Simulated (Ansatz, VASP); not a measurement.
One calculation of LiTa4O, two programs

INCAR

```
PREC = Accurate
ENCUT = 600
EDIFF = 1E-6
ISMEAR = 0
SIGMA = 0.1
LREAL = F
LASPH = T
NELM = 100
ALGO = Normal
ISIF = 3
LWAVE = F
LCHARG = F
GGA = PE
IBRION = 2
NSW = 90
EDIFFG = -0.04
```

The input KPOINTS:

```
regular mesh
0
Gamma
  6 6 4
```

File POSCAR:

```
LiTa4O
1.0
    3.4264166200      0.0000000000      0.0000000000
   -1.7132083100      2.9673638400      0.0000000000
    0.0000000000      0.0000000000      7.1228368200
Li Ta O
1 4 1
Direct
    0.0000000000      0.0000000000      0.5000000000
    0.3333333300      0.6666666700      0.7432699200
    0.3333333300      0.6666666700      0.2567300800
    0.6666666700      0.3333333300      0.7432699200
    0.6666666700      0.3333333300      0.2567300800
    0.0000000000      0.0000000000      0.0000000000
```

Input for Ansatz:

```yaml
crystal:
  lattice:
    - [3.42641662, 0.0, 0.0]
    - [-1.71320831, 2.96736384, 0.0]
    - [0.0, 0.0, 7.12283682]
  atoms:
    - { symbol: Li, position: [0.0, 0.0, 0.5] }
    - { symbol: Ta, position: [0.33333333, 0.66666667, 0.74326992] }
    - { symbol: Ta, position: [0.33333333, 0.66666667, 0.25673008] }
    - { symbol: Ta, position: [0.66666667, 0.33333333, 0.74326992] }
    - { symbol: Ta, position: [0.66666667, 0.33333333, 0.25673008] }
    - { symbol: O, position: [0.0, 0.0, 0.0] }
basis:
  ecutwfc: 420
kpoints:
  mp_grid: { grid: [6, 6, 4] }
hamiltonian:
  xc: pbe
scf:
  occupations: { method: gaussian, width: 0.1 }
  lower_state_search: "off"
output:
  forces: true
  stress: true
  eigenvalues: true
relax:
  adjacent_minimum: "off"
  f_tol: 0.04
  max_steps: 70
  cell: { stress_tol: 0.4 }
```

Change from the starting cell: species swapped into the TiVB4 type (P6/mmm, No. 191).

Alike in both runs: task relaxation of cell and atoms; functional PBE; k mesh 6 × 6 × 4; occupations gaussian, width 0.1 eV; no spin polarisation.

```csv
,VASP,Ansatz
version,VASP 6.6.1,Ansatz 0.2.0
potentials or method,"VASP PAW PBE potentials, release 64 (Li_sv, Ta_pv, O), cutoff 600 eV","scalar-relativistic, plane waves, PAW"
valence electrons in the cell,53,61
```

Ansatz gave:

* gap on the k mesh at the Fermi level, each at its own relaxed structure (eV): none
* relaxed volume (Å³/atom): 17.04
* relaxed length of the cell vector where the two differ most in proportion (Å): 4.696

Problem. Estimate VASP's values.

Solution. gap on the k mesh at the Fermi level, each at its own relaxed structure (eV): none; relaxed volume (Å³/atom): 16.70; relaxed length of the cell vector where the two differ most in proportion (Å): 4.622.

A gap of «none» marks a metal or a gap that the smearing closes. VASP's potentials hold 53 valence electrons a cell and Ansatz's 61, so a difference there can come from the potentials and not from the codes.

Spin-orbit coupling is off throughout. Noted on VASP's run: the cutoff is under 1.25 times that of the potentials, so the pressure is a little rough; the volume moved by over 15 % at a fixed basis, so the end points are rough.
